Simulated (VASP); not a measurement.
# Cs (Im-3m) in VASP: further runs, part 2 of 2

VASP 6.6.1. The steps go on from the part before.

### 3 Single point, PBEsol

This run uses another cell than the first one, of 33.95 Å³/atom, 1.367 times its volume.

Input file INCAR:

```
SYSTEM = Cs
PREC = Accurate ; ENCUT = 520
EDIFF = 1E-6 ; ISMEAR = -1
SIGMA = 0.05 ; LREAL = .False.
LASPH = .True. ; NELM = 80
ALGO = Normal ; ISIF = 2
LWAVE = .False. ; LCHARG = .True.
GGA = PS ; LELF = .True.
LVHAR = .True. ; NBANDS = 10
```

Input file KPOINTS:

```
regular mesh
0
Gamma
  6 6 6
  0 0 0
```

Input file POSCAR:

```
Cs
1.0
   -2.0398205004      2.0398205004      2.0398205004
    2.0398205004     -2.0398205004      2.0398205004
    2.0398205004      2.0398205004     -2.0398205004
Cs
1
Direct
    0.0000000000      0.0000000000      0.0000000000
```

Potentials or basis: VASP PAW PBE potentials, release 64 (Cs_sv).

Command:

```console
$ cat potpaw_PBE.64/Cs_sv/POTCAR > POTCAR
$ mpirun -np 1 vasp_std > vasp.out
```

OUTCAR:

```text
SYSTEM = Cs
   PREC = Accurate
   ENCUT = 520
   EDIFF = 1E-6
   ISMEAR = -1
   LREAL = .False.
   LASPH = .True.
   NELM = 80
   ISIF = 2
   GGA = PS

 ion  position               nearest neighbor table
   1  0.000  0.000  0.000-

  LATTYP: Found a body centered cubic cell.
 ALAT       =     4.0796410008

  Lattice vectors:

 A1 = (  -2.0398205004,   2.0398205004,   2.0398205004)
 A2 = (   2.0398205004,  -2.0398205004,   2.0398205004)
[... 376 lines left out ...]
      8      15.2722      0.00000
      9      15.2756      0.00000
     10      15.4586      0.00000

------------------------ aborting loop because EDIFF is reached ----------------------------------------

  FORCE on cell =-STRESS in cart. coord.  units (eV):
  Direction    XX          YY          ZZ          XY          YZ          ZX
  --------------------------------------------------------------------------------------
  -------------------------------------------------------------------------------------
  Total        2.1785023      2.1785023      2.1785023     -0.0000000      0.0000000      0.0000000
  in kB      102.8093829    102.8093829    102.8093829     -0.0000000      0.0000000      0.0000000
  external PRESSURE =     102.8093829 kB  Pullay stress =       0.0000000 kB

 VOLUME and BASIS-vectors are now :
 -----------------------------------------------------------------------------
  energy-cutoff  :      520.00
  volume of cell :       33.95
      direct lattice vectors                 reciprocal lattice vectors
    -2.039820500  2.039820500  2.039820500     0.000000000  0.245119607  0.245119607
     2.039820500 -2.039820500  2.039820500     0.245119607  0.000000000  0.245119607
     2.039820500  2.039820500 -2.039820500     0.245119607  0.245119607  0.000000000

 POSITION                                       TOTAL-FORCE (eV/Angst)
 -----------------------------------------------------------------------------------
      0.00000      0.00000      0.00000        -0.000000      0.000000     -0.000000
 -----------------------------------------------------------------------------------
    total drift:                               -0.000000      0.000000      0.000000

  FREE ENERGIE OF THE ION-ELECTRON SYSTEM (eV)
  ---------------------------------------------------
  free  energy   TOTEN  =         0.1502668059 eV

  energy  without entropy=        0.1659941669  energy(sigma->0) =        0.15813049
```

OSZICAR:

```text
N       E                     dE             d eps       ncg     rms          rms(c)
DAV:   1     0.448535245718E+02    0.44854E+02   -0.42074E+03   320   0.744E+02
DAV:   2     0.232296926906E+01   -0.42531E+02   -0.41245E+02   422   0.124E+02
DAV:   3     0.779986441581E-01   -0.22450E+01   -0.22403E+01   380   0.307E+01
DAV:   4     0.680735921441E-01   -0.99251E-02   -0.99236E-02   376   0.226E+00
DAV:   5     0.680519152560E-01   -0.21677E-04   -0.21677E-04   406   0.113E-01    0.109E+00
DAV:   6     0.130639302650E+00    0.62587E-01   -0.71755E-02   356   0.135E+00    0.506E-01
DAV:   7     0.150012388774E+00    0.19373E-01   -0.59188E-02   356   0.125E+00    0.129E-01
DAV:   8     0.150255206124E+00    0.24282E-03   -0.40887E-04   364   0.149E-01    0.154E-02
DAV:   9     0.150262901796E+00    0.76957E-05   -0.67500E-06   392   0.176E-02    0.749E-03
DAV:  10     0.150266935896E+00    0.40341E-05   -0.79575E-07   250   0.823E-03    0.790E-04
DAV:  11     0.150266805936E+00   -0.12996E-06   -0.64929E-08   208   0.169E-03
   1 F= 0.15026681E+00 E0= 0.15813049E+00  d E =-.157274E-01
```

Wall time 7.7 s (1 thread of Intel Xeon Platinum 8375C at 2.90GHz (Ice Lake), shared host); peak memory 0.15 GiB.

Results:

| Property | Result |
| --- | --- |
| Free energy | 0.1503 eV |
| Pressure | 10.3 GPa |

Caveat: the k points lie up to 0.36 Å⁻¹ apart; the PAW data sets were made with another functional, which shifts forces and pressure a little; spin-orbit coupling is left out, which moves the levels of the heavy elements.

### 4 Single point, PBEsol

This run uses another cell than the first one, of 39.91 Å³/atom, 1.607 times its volume.

Input file INCAR:

```
ALGO = Fast
EDIFF = 1E-6
ENCUT = 520
GGA = PS
ISIF = 2
ISMEAR = -1
LASPH = True
LCHARG = False
LREAL = False
LWAVE = False
NBANDS = 10
NELM = 100
PREC = Accurate
SIGMA = 0.05
```

Input file KPOINTS:

```
k-points
0
Gamma
  6 6 6
```

Input file POSCAR:

```
Cs
1.0
   -2.1527768246      2.1527768246      2.1527768246
    2.1527768246     -2.1527768246      2.1527768246
    2.1527768246      2.1527768246     -2.1527768246
Cs
1
Direct
    0.0000000000      0.0000000000      0.0000000000
```

Command:

```console
$ cat potpaw_PBE.64/Cs_sv/POTCAR > POTCAR
$ mpirun -np 1 vasp_std > vasp.out
```

Wall time 9.8 s (1 thread of Intel Xeon Platinum 8375C at 2.90GHz (Ice Lake), shared host); peak memory 0.15 GiB.

It converged, with:

```
Free energy : -0.1188 eV
Pressure    : 5.1 GPa
```

Levels at points of the mesh, in eV from the Fermi level:
| k point | band 3 | band 4 | band 5 | band 6 | band 7 | band 8 |
| --- | --- | --- | --- | --- | --- | --- |
| (0.00, 0.00, 0.00) | -9.56 | -9.56 | -1.79 | 3.08 | 3.08 | 3.08 |
| (0.50, 0.00, 0.00) | -10.33 | -9.64 | -0.86 | 0.97 | 4.70 | 5.77 |
| (0.50, 0.50, 0.50) | -11.23 | -11.23 | -1.26 | -1.26 | 8.14 | 8.14 |

Caveat: the PAW data sets were made with another functional, which shifts forces and pressure a little; spin-orbit coupling is left out, which moves the levels of the heavy elements.

### 5 Single point, PBEsol

This run uses another cell than the first one, of 67.63 Å³/atom, 2.724 times its volume.

Input file INCAR:

```
PREC = Accurate
ENCUT = 520
EDIFF = 1E-6
ISMEAR = -1
SIGMA = 0.05
LREAL = F
LASPH = T
NELM = 80
ALGO = Normal
ISIF = 2
LWAVE = F
LCHARG = F
GGA = PS
NBANDS = 10
```

Input file KPOINTS:

```
Automatic mesh
0
Gamma
  6 6 6
```

Input file POSCAR:

```
Cs
1.0
   -2.5666272172      2.5666272172      2.5666272172
    2.5666272172     -2.5666272172      2.5666272172
    2.5666272172      2.5666272172     -2.5666272172
Cs
1
Direct
    0.0000000000      0.0000000000      0.0000000000
```

Command:

```console
$ cat potpaw_PBE.64/Cs_sv/POTCAR > POTCAR
$ mpirun -np 1 vasp_std > vasp.out
```

It took 11 s on 1 thread of Intel Xeon Platinum 8375C at 2.90GHz (Ice Lake), shared host; peak memory 0.19 GiB.

Results (log left out):

- Free energy: -0.7494 eV
- Pressure: 2.0 GPa

Levels at points of the mesh, in eV from the Fermi level:
```csv
k point,band 1,band 2,band 3,band 4,band 5,band 6,band 7,band 8
"(0.00, 0.00, 0.00)",-23.70,-10.18,-10.18,-10.18,-2.17,2.77,2.77,2.77
"(0.50, 0.00, 0.00)",-23.63,-10.90,-10.40,-10.19,-0.33,1.44,1.91,4.20
"(0.50, 0.50, 0.50)",-23.58,-10.66,-10.66,-10.66,-0.04,-0.04,4.83,4.83
```

Caveat: the PAW data sets were made with another functional, which shifts forces and pressure a little; spin-orbit coupling is left out, which moves the levels of the heavy elements.

### 6 Single point, PBEsol+D3(BJ)

This run uses another cell than the first one, of 99.58 Å³/atom, 4.010 times its volume.

Input file INCAR:

```
PREC = Accurate ; ENCUT = 520
EDIFF = 1E-6 ; ISMEAR = -1
SIGMA = 0.05 ; LREAL = F
LASPH = T ; NELM = 100
ALGO = Normal ; ISIF = 2
LWAVE = F ; LCHARG = T
GGA = PS ; IVDW = 12
LELF = T ; LVHAR = T
NBANDS = 10
```

KPOINTS is that of step 5.

Input file POSCAR:

```
Cs
1.0
   -2.9198815060      2.9198815060      2.9198815060
    2.9198815060     -2.9198815060      2.9198815060
    2.9198815060      2.9198815060     -2.9198815060
Cs
1
Direct
    0.0000000000      0.0000000000      0.0000000000
```

Potentials or basis: VASP PAW PBE potentials, release 64 (Cs_sv).

Command:

```console
$ cat potpaw_PBE.64/Cs_sv/POTCAR > POTCAR
$ mpirun -np 1 vasp_std > vasp.out
```

Run time: 19 s. Hardware: 1 thread of Intel Xeon Platinum 8375C at 2.90GHz (Ice Lake), shared host; peak memory 0.23 GiB.

The run converged. Its results:

```yaml
Free_energy: -1.0628 eV
Pressure: 0.0 GPa
Dispersion_energy_per_atom: -0.130 eV
```

Levels at points of the mesh, in eV from the Fermi level:
| k point | band 1 | band 2 | band 3 | band 4 | band 5 | band 6 | band 7 | band 8 |
| --- | --- | --- | --- | --- | --- | --- | --- | --- |
| (0.00, 0.00, 0.00) | -23.77 | -10.46 | -10.46 | -10.46 | -1.84 | 2.58 | 2.58 | 2.58 |
| (0.50, 0.00, 0.00) | -23.76 | -10.68 | -10.53 | -10.46 | -0.04 | 1.05 | 1.62 | 3.44 |
| (0.50, 0.50, 0.50) | -23.75 | -10.62 | -10.62 | -10.62 | 0.52 | 0.52 | 3.40 | 3.40 |

Caveat: the PAW data sets were made with another functional, which shifts forces and pressure a little; spin-orbit coupling is left out, which moves the levels of the heavy elements; pairwise dispersion overbinds metals, which lowers pressure and volume.

### 7 Overview

| level | cell | gap on the mesh (eV) | pressure (GPa) |
| --- | --- | --- | --- |
| PBEsol | a = 3.183 Å, angles 109.5°, 1 atom | none | 32.4 |
| PBEsol | a = 3.533 Å, angles 109.5°, 1 atom | none | 10.3 |
| PBEsol | a = 3.729 Å, angles 109.5°, 1 atom | none | 5.1 |
| PBEsol | a = 4.446 Å, angles 109.5°, 1 atom | none | 2.0 |
| PBEsol+D3(BJ) | a = 5.057 Å, angles 109.5°, 1 atom | none | 0.0 |

Alike in all rows: task single point; potentials or basis VASP PAW PBE potentials, release 64 (Cs_sv); no spin polarisation; k mesh 6 × 6 × 6; cutoff (eV) 520; smearing fermi-dirac 0.05 eV.

Caveats: some runs use coarse meshes; the PAW data sets were made with another functional, which shifts forces and pressure a little; spin-orbit coupling is left out, which moves the levels of the heavy elements; pairwise dispersion overbinds metals, which lowers pressure and volume (some runs).

Total energies depend on the potentials used, so only differences within one code and one set of settings carry meaning.
